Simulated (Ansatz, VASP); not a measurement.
SiO2 in VASP and in Ansatz

```xyz
12
Lattice="6.0938 0.0000 0.0000 0.0000 6.0938 0.0000 0.0000 0.0000 4.7689" Properties=species:S:1:pos:R:3 pbc="T T T"
Si    2.1124    0.0000    3.5767
Si    3.9815    0.0000    1.1922
Si    0.0000    2.1124    0.0000
Si    0.0000    3.9815    2.3845
O     3.0469    0.6034    2.3845
O     3.0469    5.4904    0.0000
O     1.1959    1.1959    4.1728
O     1.1959    4.8979    2.9806
O     4.8979    1.1959    0.5961
O     4.8979    4.8979    1.7884
O     5.4904    3.0469    3.5767
O     0.6034    3.0469    1.1922
```

Alike in both runs: functional PBE; k mesh 4 × 4 × 6; occupations gaussian, width 0.02 eV; no spin polarisation.

Ansatz relaxed the structure, and its values are those at the end. VASP's run is a single point on that final structure, the one shown.

|  | VASP | Ansatz |
| --- | --- | --- |
| version | VASP 6.6.1 | Ansatz 0.2.0 |
| potentials or method | VASP PAW PBE potentials, release 64 (Si, O), cutoff 520 eV | scalar-relativistic, plane waves, PAW |
| valence electrons in the cell | 64 | 64 |

VASP gave:

- gap on the k mesh at the Fermi level (eV): 5.53
- least direct gap on the mesh (eV): 5.53
- pressure (GPa): 0.1
- rms of the force components (eV/Å): 0.006

Q: What did Ansatz give for the same quantities?

A: gap on the k mesh at the Fermi level (eV): 5.53; least direct gap on the mesh (eV): 5.53; pressure (GPa): 0.0; rms of the force components (eV/Å): 0.002.

With one functional, cell and mesh, what is left measures potentials, basis and numerics.
